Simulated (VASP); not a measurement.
# GePt (Pnma) in VASP: single point with PBE

Aim: the single point of GePt with PBE.

Program: VASP 6.6.1. These are calculated values, not measurements. Logs are shortened: lines on timing, memory, paths and dates and some standing lists are left out, and cuts for length are marked.

**1. The cell of the first run**

The structure is orthorhombic, space group Pnma (No. 62). The conventional cell has a = 5.829 Å, b = 3.744 Å, c = 6.189 Å, α = 90.00°, β = 90.00°, γ = 90.00°. Ge (site symmetry m) has 6 Pt at 2.51 to 2.70 Å and 2 Ge at 3.07 Å within 3.3 Å. Within 3.3 Å of Pt (site symmetry m) lie 6 Ge at 2.51 to 2.70 Å and 4 Pt at 3.00 to 3.03 Å.

**2. Single point, PBE**

Contents of INCAR:

```
PREC = Accurate ; ENCUT = 520
EDIFF = 1E-6 ; ISMEAR = 0
SIGMA = 0.1 ; LREAL = F
LASPH = T ; NELM = 80
ALGO = Normal ; ISIF = 2
LWAVE = F ; LCHARG = F
GGA = PE ; NBANDS = 58
```

Contents of KPOINTS:

```
regular mesh
0
Gamma
  6 10 6
```

Contents of POSCAR:

```
GePt
1.0
    5.8288125924      0.0000000000      0.0000000000
    0.0000000000      3.7438181125      0.0000000000
    0.0000000000      0.0000000000      6.1891840616
Ge Pt
4 4
Direct
    0.1867179643      0.2500000000      0.5874778366
    0.3132820357      0.7500000000      0.0874778366
    0.6867179643      0.2500000000      0.9125221634
    0.8132820357      0.7500000000      0.4125221634
    0.9981328192      0.2500000000      0.1929810259
    0.5018671808      0.7500000000      0.6929810259
    0.4981328192      0.2500000000      0.3070189741
    0.0018671808      0.7500000000      0.8070189741
```

Potentials or basis: VASP PAW PBE potentials, release 64 (Ge_d, Pt).

Run with:

```bash
$ cat potpaw_PBE.64/Ge_d/POTCAR potpaw_PBE.64/Pt/POTCAR > POTCAR
$ mpirun -np 1 vasp_std > vasp.out
```

OUTCAR:

```text
PREC = Accurate
   ENCUT = 520
   EDIFF = 1E-6
   ISMEAR = 0
   LREAL = F
   LASPH = T
   NELM = 80
   ISIF = 2
   GGA = PE

 ion  position               nearest neighbor table
   1  0.187  0.250  0.587-   7 2.51   8 2.55   8 2.55   5 2.68   6 2.70   6 2.70
   2  0.313  0.750  0.087-   8 2.51   7 2.55   7 2.55   6 2.68   5 2.70   5 2.70
   3  0.687  0.250  0.913-   5 2.51   6 2.55   6 2.55   7 2.68   8 2.70   8 2.70
   4  0.813  0.750  0.413-   6 2.51   5 2.55   5 2.55   8 2.68   7 2.70   7 2.70
   5  0.998  0.250  0.193-   3 2.51   4 2.55   4 2.55   1 2.68   2 2.70   2 2.70   7 3.00   7 3.00
                             8 3.03   8 3.03
   6  0.502  0.750  0.693-   4 2.51   3 2.55   3 2.55   2 2.68   1 2.70   1 2.70   8 3.00   8 3.00
                             7 3.03   7 3.03
   7  0.498  0.250  0.307-   1 2.51   2 2.55   2 2.55   3 2.68   4 2.70   4 2.70   5 3.00   5 3.00
                             6 3.03   6 3.03
   8  0.002  0.750  0.807-   2 2.51   1 2.55   1 2.55   4 2.68   3 2.70   3 2.70   6 3.00   6 3.00
                             5 3.03   5 3.03

  LATTYP: Found a simple orthorhombic cell.
 ALAT       =     3.7438181125
 B/A-ratio  =     1.5569166069
 C/A-ratio  =     1.6531743465

  Lattice vectors:

 A1 = (   0.0000000000,  -3.7438181125,   0.0000000000)
 A2 = (   5.8288125924,   0.0000000000,   0.0000000000)
 A3 = (   0.0000000000,   0.0000000000,   6.1891840616)

Analysis of symmetry for initial positions (statically):
=====================================================================
 Subroutine PRICEL returns:
 Original cell was already a primitive cell.

 Routine SETGRP: Setting up the symmetry group for a
 simple orthorhombic supercell.

 Subroutine GETGRP returns: Found  8 space group operations
 (whereof  2 operations were pure point group operations)
 out of a pool of  8 trial point group operations.

The static configuration has the point symmetry S_2 .
 The point group associated with its full space group is D_2h.

Analysis of symmetry for dynamics (positions and initial velocities):
=====================================================================
 Subroutine PRICEL returns:
 Original cell was already a primitive cell.

 Routine SETGRP: Setting up the symmetry group for a
 simple orthorhombic supercell.

 Subroutine GETGRP returns: Found  8 space group operations
 (whereof  2 operations were pure point group operations)
 out of a pool of  8 trial point group operations.

The dynamic configuration has the point symmetry S_2 .
 The point group associated with its full space group is D_2h.

[... 112 lines left out ...]
   EDIFFG = 0.1E-04   stopping-criterion for IOM
   NSW    =      0    number of steps for IOM
   IBRION =     -1    ionic relax: 0-MD 1-quasi-New 2-CG
   NFREE  =      0    steps in history (QN), initial steepest desc. (CG)
   ISIF   =      2    stress and relaxation
   ISYM   =      2    0-nonsym 1-usesym 2-fastsym
   POTIM  = 0.5000    time-step for ionic-motion
   TEBEG  =    0.0;   TEEND  =   0.0 temperature during run
   PSTRESS=    0.0 pullay stress
   NELECT =      96.0000    total number of electrons
   NUPDOWN=      -1.0000    fix difference up-down
   EMIN   =  10.00;   EMAX   =-10.00  energy-range for DOS
   EFERMI =   0.00;   METHOD = LEGACY
   ISMEAR =     0;   SIGMA  =   0.10  broadening in eV -4-tet -1-fermi 0-gaus
   EFERMI_NEDOS =   21; number of points for ismear=-14 and -15
   IALGO  =     38    algorithm
   IMIX   =      4    mixing-type and parameters
     AMIX     =   0.40;   BMIX     =  1.00
     AMIX_MAG =   1.60;   BMIX_MAG =  1.00
  volume/ion in A,a.u.               =      16.88       113.93
  Fermi-wavevector in a.u.,A,eV,Ry     =   1.461019  2.760925 29.042672  2.134576
  Thomas-Fermi vector in A             =   2.577400
   LORBIT       =      0    0 simple, 1 ext, 2 COOP (PROOUT), +10 PAW based schemes
   GGA     = PE    functional components
   LHFCALC =     F    Hartree Fock is set to
   AEXX    =    0.0000 exact exchange contribution
   IVDW    =     0    specifies the selected vdW correction
   LEPSILON=     F    determine dielectric tensor
   LRPA    =     F    only Hartree local field effects (RPA)
 non-spin polarized calculation
 Gauss-broadening in eV      SIGMA  =   0.10
  energy-cutoff  :      520.00
  volume of cell :      135.06
 maximum number of plane-waves:      3676
 NGX is ok and might be reduce to    48
   NGX = 21   NGY = 13   NGZ = 23

 number of electron      95.9999965 magnetization

 Free energy of the ion-electron system (eV)
  ---------------------------------------------------
  ext. energy  EPLUGINS =         0.00000000
  ---------------------------------------------------
  free energy    TOTEN  =       -46.18571065 eV

  energy without entropy =      -46.17487993  energy(sigma->0) =      -46.18029529

 E-fermi :   9.0901     XC(G=0): -12.2111

 val. band max:        9.0731402416   @ k =   0.1667   0.5000   0.1667
 cond. band min:       9.1041047713   @ k =   0.5000   0.2000   0.3333
 fundamental gap:      0.0309645296
 Fermi energy:         9.0900740431

 k-point     1 :       0.0000    0.0000    0.0000
  band No.  band energies     occupation
      1     -16.0275      2.00000
      2     -16.0205      2.00000
      3     -16.0205      2.00000
      4     -16.0176      2.00000
      5     -16.0071      2.00000
      6     -15.9971      2.00000
[... 1453 lines left out ...]
     57      15.3383      0.00000
     58      15.3383      0.00000

 [... further k-points ...]
[... 5 lines left out ...]
  --------------------------------------------------------------------------------------
  -------------------------------------------------------------------------------------
  Total       -0.0194648     -0.0182088     -0.0105521      0.0000000      0.0000000      0.0000000
  in kB       -0.2309041     -0.2160053     -0.1251757      0.0000000      0.0000000      0.0000000
  external PRESSURE =      -0.1906950 kB  Pullay stress =       0.0000000 kB

 VOLUME and BASIS-vectors are now :
 -----------------------------------------------------------------------------
  energy-cutoff  :      520.00
  volume of cell :      135.06
      direct lattice vectors                 reciprocal lattice vectors
     5.828812592  0.000000000  0.000000000     0.171561529  0.000000000  0.000000000
     0.000000000  3.743818113  0.000000000     0.000000000  0.267106993  0.000000000
     0.000000000  0.000000000  6.189184062     0.000000000  0.000000000  0.161572186

 POSITION                                       TOTAL-FORCE (eV/Angst)
 -----------------------------------------------------------------------------------
      1.08834      0.93595      3.63601         0.000703     -0.000000      0.001290
      1.82606      2.80786      0.54142        -0.000703     -0.000000      0.001290
      4.00275      0.93595      5.64777         0.000703      0.000000     -0.001290
      4.74047      2.80786      2.55318        -0.000703     -0.000000     -0.001290
      5.81793      0.93595      1.19440         0.006112      0.000000     -0.001668
      2.92529      2.80786      4.28899        -0.006112      0.000000     -0.001668
      2.90352      0.93595      1.90020         0.006112      0.000000      0.001668
      0.01088      2.80786      4.99479        -0.006112      0.000000      0.001668
 -----------------------------------------------------------------------------------
    total drift:                                0.000000     -0.000000      0.000000

  FREE ENERGIE OF THE ION-ELECTRON SYSTEM (eV)
  ---------------------------------------------------
  free  energy   TOTEN  =       -46.1857106508 eV

  energy  without entropy=      -46.1748799296  energy(sigma->0) =      -46.18029529
```

stdout:

```text
POSCAR found type information on POSCAR GePt
 POSCAR found :  2 types and       8 ions
 scaLAPACK will be used
 LDA part: xc-table for (Slater+PW92), standard interpolation
 POSCAR, INCAR and KPOINTS ok, starting setup
 FFT: planning ... GRIDC
 FFT: planning ... GRID_SOFT
 FFT: planning ... GRID
 WAVECAR not read
 entering main loop
```

Run time: 18 min. Hardware: 1 thread of Intel Xeon 8259CL, shared host; peak memory 0.64 GiB.

What came out:

- Free energy: -46.1857 eV
- Pressure: 0.0 GPa
- Largest force: 0.006 eV/Å
- Band gap on the k mesh: zero (bands 48 and 49 overlap by 1.36 eV)

Forces on the atoms (eV/Å):
```
Ge   0.001  0.000  0.001
Ge  -0.001  0.000  0.001
Ge   0.001  0.000 -0.001
Ge  -0.001  0.000 -0.001
Pt   0.006  0.000 -0.002
Pt  -0.006  0.000 -0.002
Pt   0.006  0.000  0.002
Pt  -0.006  0.000  0.002
```

Caveat: spin-orbit coupling is left out, which moves the levels of the heavy elements.

The gap in the log of VASP goes by the Fermi energy; the results here count the filled bands.